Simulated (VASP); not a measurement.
# SrWI (P4/nmm) in VASP: single point with PBE

Aim: the single point of SrWI with PBE.

All numbers are computed with VASP 6.6.1; they aren't measurements. Logs are shortened: lines on timing, memory, paths and dates and some standing lists are left out, and cuts for length are marked.

### Step 1. The cell of the first run

It takes space group P4/nmm (No. 129, tetragonal). Conventional cell: a = 4.601 Å, b = 4.601 Å, c = 8.894 Å, α = 90.00°, β = 90.00°, γ = 90.00°. Sr (site symmetry 4mm) has 4 W at 2.91 Å and 4 I at 3.37 Å within 3.8 Å. Within 3.8 Å of W (site symmetry -4m2) lie 4 Sr at 2.91 Å and 4 W at 3.25 Å and 4 I at 3.52 Å. I (site symmetry 4mm) has 6 Sr at 3.37 to 4.45 Å and 4 W at 3.52 Å and 8 I at 4.60 to 4.82 Å within 4.9 Å.

### Step 2. Single point, PBE

Input file INCAR:

```
SYSTEM = SrWI
PREC = Accurate
ENCUT = 520
EDIFF = 1E-7
ISMEAR = -1
SIGMA = 0.1
LREAL = .False.
LASPH = .True.
NELM = 80
ALGO = Normal
ISIF = 2
LWAVE = .False.
LCHARG = .False.
GGA = PE
NBANDS = 40
```

Input file KPOINTS:

```
Automatic mesh
0
Gamma
  4 4 2
  0 0 0
```

Input file POSCAR:

```
SrWI
1.0
    4.6005890000      0.0000000000      0.0000000000
    0.0000000000      4.6005890000      0.0000000000
    0.0000000000      0.0000000000      8.8938410000
Sr W I
2 2 2
Direct
    0.0000000000      0.5000000000      0.2000000000
    0.5000000000      0.0000000000      0.8000000000
    0.0000000000      0.0000000000      0.0000000000
    0.5000000000      0.5000000000      0.0000000000
    0.0000000000      0.5000000000      0.7000000000
    0.5000000000      0.0000000000      0.3000000000
```

Potentials or basis: VASP PAW PBE potentials, release 64 (Sr_sv, W_sv, I).

The run is started by

```console
$ cat potpaw_PBE.64/Sr_sv/POTCAR potpaw_PBE.64/W_sv/POTCAR potpaw_PBE.64/I/POTCAR > POTCAR
$ mpirun -np 1 vasp_std > vasp.out
```

OUTCAR:

```text
SYSTEM = SrWI
   PREC = Accurate
   ENCUT = 520
   EDIFF = 1E-7
   ISMEAR = -1
   LREAL = .False.
   LASPH = .True.
   NELM = 80
   ISIF = 2
   GGA = PE

 ion  position               nearest neighbor table
   1  0.000  0.500  0.200-   3 2.91   4 2.91   3 2.91   4 2.91   6 3.37   6 3.37   6 3.37   6 3.37
                             2 4.82   2 4.82   2 4.82   2 4.82
   2  0.500  0.000  0.800-   3 2.91   4 2.91   4 2.91   3 2.91   5 3.37   5 3.37   5 3.37   5 3.37
                             1 4.82   1 4.82   1 4.82   1 4.82
   3  0.000  0.000  0.000-   1 2.91   2 2.91   1 2.91   2 2.91   4 3.25   4 3.25   4 3.25   4 3.25
                             5 3.52   6 3.52   6 3.52   5 3.52
   4  0.500  0.500  0.000-   1 2.91   2 2.91   2 2.91   1 2.91   3 3.25   3 3.25   3 3.25   3 3.25
                             5 3.52   6 3.52   5 3.52   6 3.52
   5  0.000  0.500  0.700-   2 3.37   2 3.37   2 3.37   2 3.37   3 3.52   4 3.52   4 3.52   3 3.52

   6  0.500  0.000  0.300-   1 3.37   1 3.37   1 3.37   1 3.37   4 3.52   4 3.52   3 3.52   3 3.52

  LATTYP: Found a simple tetragonal cell.
 ALAT       =     4.6005890000
 C/A-ratio  =     1.9331961625

  Lattice vectors:

 A1 = (   4.6005890000,   0.0000000000,   0.0000000000)
 A2 = (   0.0000000000,   4.6005890000,   0.0000000000)
 A3 = (   0.0000000000,   0.0000000000,   8.8938410000)

Analysis of symmetry for initial positions (statically):
=====================================================================
 Subroutine PRICEL returns:
 Original cell was already a primitive cell.

 Routine SETGRP: Setting up the symmetry group for a
 simple tetragonal supercell.

 Subroutine GETGRP returns: Found 16 space group operations
 (whereof  8 operations were pure point group operations)
 out of a pool of 16 trial point group operations.

The static configuration has the point symmetry D_2d.
 The point group associated with its full space group is D_4h.

Analysis of symmetry for dynamics (positions and initial velocities):
=====================================================================
 Subroutine PRICEL returns:
 Original cell was already a primitive cell.

 Routine SETGRP: Setting up the symmetry group for a
 simple tetragonal supercell.

 Subroutine GETGRP returns: Found 16 space group operations
 (whereof  8 operations were pure point group operations)
 out of a pool of 16 trial point group operations.

The dynamic configuration has the point symmetry D_2d.
 The point group associated with its full space group is D_4h.

 Subroutine INISYM returns: Found 16 space group operations
 (whereof  8 operations are pure point group operations),
 and found     1 'primitive' translations

----------------------------------------------------------------------------------------

                                     Primitive cell

  volume of cell :     188.2419

  direct lattice vectors                    reciprocal lattice vectors
     4.600589000  0.000000000  0.000000000     0.217363472  0.000000000  0.000000000
     0.000000000  4.600589000  0.000000000     0.000000000  0.217363472  0.000000000
     0.000000000  0.000000000  8.893841000     0.000000000  0.000000000  0.112437360

  length of vectors
     4.600589000  4.600589000  8.893841000     0.217363472  0.217363472  0.112437360

  position of ions in fractional coordinates (direct lattice)
     0.000000000  0.500000000  0.200000000
     0.500000000  0.000000000  0.800000000
     0.000000000  0.000000000  0.000000000
     0.500000000  0.500000000  0.000000000
     0.000000000  0.500000000  0.700000000
     0.500000000  0.000000000  0.300000000

  ion indices of the primitive-cell ions
   primitive index   ion index
                 1           1
                 2           2
                 3           3
                 4           4
                 5           5
                 6           6

----------------------------------------------------------------------------------------

 KPOINTS: Automatic mesh

Automatic generation of k-mesh.
 Grid dimensions read from file:
 generate k-points for:    4    4    2

 Generating k-lattice:

  Cartesian coordinates                     Fractional coordinates (reciprocal lattice)
     0.054340868  0.000000000  0.000000000     0.250000000  0.000000000  0.000000000
     0.000000000  0.054340868  0.000000000     0.000000000  0.250000000  0.000000000
     0.000000000  0.000000000  0.056218680     0.000000000  0.000000000  0.500000000

  Length of vectors
     0.054340868  0.054340868  0.056218680

  Shift w.r.t. Gamma in fractional coordinates (k-lattice)
     0.000000000  0.000000000  0.000000000

 Subroutine IBZKPT returns following result:
 ===========================================

 Found     12 irreducible k-points:

 Following reciprocal coordinates:
            Coordinates               Weight
  0.000000  0.000000  0.000000      1.000000
  0.250000  0.000000  0.000000      4.000000
  0.500000  0.000000  0.000000      2.000000
  0.250000  0.250000  0.000000      4.000000
  0.500000  0.250000  0.000000      4.000000
  0.500000  0.500000  0.000000      1.000000
  0.000000  0.000000  0.500000      1.000000
  0.250000  0.000000  0.500000      4.000000
  0.500000  0.000000  0.500000      2.000000
  0.250000  0.250000  0.500000      4.000000
  0.500000  0.250000  0.500000      4.000000
  0.500000  0.500000  0.500000      1.000000
   k-points           NKPTS =     12   k-points in BZ     NKDIM =     12   number of bands    NBANDS=     40
   number of dos      NEDOS =    301   number of ions     NIONS =      6
   total plane-waves  NPLWV =  90720
   dimension x,y,z NGX =    36 NGY =   36 NGZ =   70
   dimension x,y,z NGXF=    72 NGYF=   72 NGZF=  140
   ions per type =               2   2   2
   NGX,Y,Z   is equivalent  to a cutoff of  13.01, 13.01, 13.08 a.u.
   NGXF,Y,Z  is equivalent  to a cutoff of  26.02, 26.02, 26.17 a.u.
 SYSTEM =  SrWI
   PREC   = accura    normal or accurate (medium, high low for compatibility)
   ISTART =      0    job   : 0-new  1-cont  2-samecut
   ICHARG =      2    charge: 1-file 2-atom 10-const
   ISPIN  =      1    spin polarized calculation?
   LNONCOLLINEAR =      F non collinear calculations
   LSORBIT =      F    spin-orbit coupling
   LASPH  =      T    aspherical Exc in radial PAW
   ENCUT  =  520.0 eV  38.22 Ry    6.18 a.u.   8.55  8.55 16.54*2*pi/ulx,y,z
   NELM   =     80;   NELMIN=  2; NELMDL= -5     # of ELM steps
   EDIFF  = 0.1E-06   stopping-criterion for ELM
   LREAL  =      F    real-space projection
   EDIFFG = 0.1E-05   stopping-criterion for IOM
   NSW    =      0    number of steps for IOM
   IBRION =     -1    ionic relax: 0-MD 1-quasi-New 2-CG
   NFREE  =      0    steps in history (QN), initial steepest desc. (CG)
   ISIF   =      2    stress and relaxation
   ISYM   =      2    0-nonsym 1-usesym 2-fastsym
   POTIM  = 0.5000    time-step for ionic-motion
   TEBEG  =    0.0;   TEEND  =   0.0 temperature during run
   PSTRESS=    0.0 pullay stress
   NELECT =      62.0000    total number of electrons
   NUPDOWN=      -1.0000    fix difference up-down
   EMIN   =  10.00;   EMAX   =-10.00  energy-range for DOS
   EFERMI =   0.00;   METHOD = LEGACY
   ISMEAR =    -1;   SIGMA  =   0.10  broadening in eV -4-tet -1-fermi 0-gaus
   EFERMI_NEDOS =   21; number of points for ismear=-14 and -15
   IALGO  =     38    algorithm
   IMIX   =      4    mixing-type and parameters
     AMIX     =   0.40;   BMIX     =  1.00
     AMIX_MAG =   1.60;   BMIX_MAG =  1.00
  volume/ion in A,a.u.               =      31.37       211.72
  Fermi-wavevector in a.u.,A,eV,Ry     =   1.130577  2.136480 17.391013  1.278203
  Thomas-Fermi vector in A             =   2.267273
   LORBIT       =      0    0 simple, 1 ext, 2 COOP (PROOUT), +10 PAW based schemes
   GGA     = PE    functional components
[... 5 lines left out ...]
 non-spin polarized calculation
  energy-cutoff  :      520.00
  volume of cell :      188.24
 maximum number of plane-waves:      5088
 NGX is ok and might be reduce to    36
   NGX = 17   NGY = 17   NGZ = 33

 number of electron      62.0000003 magnetization

 Free energy of the ion-electron system (eV)
  ---------------------------------------------------
  ext. energy  EPLUGINS =         0.00000000
  ---------------------------------------------------
  free energy    TOTEN  =       -24.79699531 eV

  energy without entropy =      -24.42557677  energy(sigma->0) =      -24.61128604

 E-fermi :   4.7712     XC(G=0):  -9.2323

 val. band max:        4.7603163942   @ k =   0.5000   0.0000   0.5000
 cond. band min:       4.7810811824   @ k =   0.2500   0.0000   0.0000
 fundamental gap:      0.0207647882
 Fermi energy:         4.7712410792

 k-point     1 :       0.0000    0.0000    0.0000
  band No.  band energies     occupation
      1     -68.9534      2.00000
      2     -68.9419      2.00000
      3     -33.2355      2.00000
      4     -33.2355      2.00000
      5     -33.2287      2.00000
      6     -33.1784      2.00000
[... 32 lines left out ...]
     39       8.0175      0.00000
     40       8.2572      0.00000

 k-point     2 :       0.2500    0.0000    0.0000
  band No.  band energies     occupation
      1     -68.9517      2.00000
      2     -68.9436      2.00000
      3     -33.2263      2.00000
      4     -33.2142      2.00000
      5     -33.2119      2.00000
      6     -33.1839      2.00000
[... 32 lines left out ...]
     39       8.4934      0.00000
     40       8.5508      0.00000

 k-point     3 :       0.5000    0.0000    0.0000
  band No.  band energies     occupation
      1     -68.9477      2.00000
      2     -68.9477      2.00000
      3     -33.2012      2.00000
      4     -33.2012      2.00000
      5     -33.1704      2.00000
      6     -33.1704      2.00000
[... 32 lines left out ...]
     39       8.7506      0.00000
     40       8.7506      0.00000

 k-point     4 :       0.2500    0.2500    0.0000
  band No.  band energies     occupation
      1     -68.9505      2.00000
      2     -68.9448      2.00000
      3     -33.2530      2.00000
      4     -33.2107      2.00000
      5     -33.1871      2.00000
      6     -33.1789      2.00000
[... 32 lines left out ...]
     39       8.0230      0.00000
     40       8.3079      0.00000

 k-point     5 :       0.5000    0.2500    0.0000
  band No.  band energies     occupation
      1     -68.9476      2.00000
      2     -68.9476      2.00000
      3     -33.2379      2.00000
      4     -33.2379      2.00000
      5     -33.1971      2.00000
      6     -33.1971      2.00000
[... 32 lines left out ...]
     39       8.7331      0.00000
     40       8.7331      0.00000

 k-point     6 :       0.5000    0.5000    0.0000
  band No.  band energies     occupation
      1     -68.9476      2.00000
      2     -68.9476      2.00000
      3     -33.2672      2.00000
      4     -33.2672      2.00000
      5     -33.1958      2.00000
      6     -33.1958      2.00000
[... 32 lines left out ...]
     39       8.3293      0.00000
     40       8.3293      0.00000

 k-point     7 :       0.0000    0.0000    0.5000
  band No.  band energies     occupation
      1     -68.9534      2.00000
      2     -68.9419      2.00000
      3     -33.2355      2.00000
      4     -33.2355      2.00000
      5     -33.2287      2.00000
      6     -33.1783      2.00000
[... 32 lines left out ...]
     39       8.0176      0.00000
     40       8.2168      0.00000

 k-point     8 :       0.2500    0.0000    0.5000
  band No.  band energies     occupation
      1     -68.9517      2.00000
      2     -68.9436      2.00000
      3     -33.2263      2.00000
      4     -33.2142      2.00000
      5     -33.2119      2.00000
      6     -33.1839      2.00000
[... 32 lines left out ...]
     39       8.5936      0.00000
     40       8.6345      0.00000

 k-point     9 :       0.5000    0.0000    0.5000
  band No.  band energies     occupation
      1     -68.9477      2.00000
      2     -68.9477      2.00000
      3     -33.2013      2.00000
      4     -33.2013      2.00000
      5     -33.1704      2.00000
      6     -33.1704      2.00000
[... 32 lines left out ...]
     39       8.3917      0.00000
     40       8.3917      0.00000

 k-point    10 :       0.2500    0.2500    0.5000
  band No.  band energies     occupation
      1     -68.9505      2.00000
      2     -68.9448      2.00000
      3     -33.2530      2.00000
      4     -33.2107      2.00000
      5     -33.1871      2.00000
      6     -33.1789      2.00000
[... 32 lines left out ...]
     39       8.3222      0.00000
     40       8.4905      0.00000

 k-point    11 :       0.5000    0.2500    0.5000
  band No.  band energies     occupation
      1     -68.9476      2.00000
      2     -68.9476      2.00000
      3     -33.2379      2.00000
      4     -33.2379      2.00000
      5     -33.1971      2.00000
      6     -33.1971      2.00000
[... 32 lines left out ...]
     39       8.6651      0.00000
     40       8.6651      0.00000

 k-point    12 :       0.5000    0.5000    0.5000
  band No.  band energies     occupation
      1     -68.9476      2.00000
      2     -68.9476      2.00000
      3     -33.2672      2.00000
      4     -33.2672      2.00000
      5     -33.1958      2.00000
      6     -33.1958      2.00000
[... 32 lines left out ...]
     39       8.2990      0.00000
     40       8.2990      0.00000

------------------------ aborting loop because EDIFF is reached ----------------------------------------

  FORCE on cell =-STRESS in cart. coord.  units (eV):
  Direction    XX          YY          ZZ          XY          YZ          ZX
  --------------------------------------------------------------------------------------
  -------------------------------------------------------------------------------------
  Total       -0.9653497     -0.9653497     16.7416873      0.0000000      0.0000000      0.0000000
  in kB       -8.2163515     -8.2163515    142.4930148      0.0000000      0.0000000      0.0000000
  external PRESSURE =      42.0201039 kB  Pullay stress =       0.0000000 kB

 VOLUME and BASIS-vectors are now :
 -----------------------------------------------------------------------------
  energy-cutoff  :      520.00
  volume of cell :      188.24
      direct lattice vectors                 reciprocal lattice vectors
     4.600589000  0.000000000  0.000000000     0.217363472  0.000000000  0.000000000
     0.000000000  4.600589000  0.000000000     0.000000000  0.217363472  0.000000000
     0.000000000  0.000000000  8.893841000     0.000000000  0.000000000  0.112437360

 POSITION                                       TOTAL-FORCE (eV/Angst)
 -----------------------------------------------------------------------------------
      0.00000      2.30029      1.77877         0.000000      0.000000      4.303482
      2.30029      0.00000      7.11507        -0.000000      0.000000     -4.303482
      0.00000      0.00000      0.00000        -0.000000      0.000000      0.000000
      2.30029      2.30029      0.00000        -0.000000     -0.000000      0.000000
      0.00000      2.30029      6.22569         0.000000     -0.000000     -0.487448
      2.30029      0.00000      2.66815        -0.000000      0.000000      0.487448
 -----------------------------------------------------------------------------------
    total drift:                                0.000000      0.000000      0.000000

  FREE ENERGIE OF THE ION-ELECTRON SYSTEM (eV)
  ---------------------------------------------------
  free  energy   TOTEN  =       -24.7969953090 eV

  energy  without entropy=      -24.4255767705  energy(sigma->0) =      -24.61128604
```

Wall time 1.8 min (1 thread of Intel Xeon Platinum 8259CL at 2.50GHz (Skylake/Cascade Lake), shared host); peak memory 0.33 GiB.

Results:

```yaml
Free_energy: -24.7970 eV
Pressure: 4.2 GPa
Largest_force: 4.303 eV/Å
Band_gap_on_the_k_mesh: zero (bands 31 and 32 overlap by 0.33 eV)
```

Forces in eV/Å, atoms in the order of the input:
```
Sr   0.000  0.000  4.303
Sr   0.000  0.000 -4.303
W    0.000  0.000  0.000
W    0.000  0.000  0.000
I    0.000  0.000 -0.487
I    0.000  0.000  0.487
```

Caveat: the stress differs along the axes, from -1 to 14 GPa; spin-orbit coupling is left out, which moves the levels of the heavy elements; forces of over 1 eV/Å act on the atoms, so gaps and moduli don't describe the material at rest.

The gap in the log of VASP goes by the Fermi energy; the results here count the filled bands.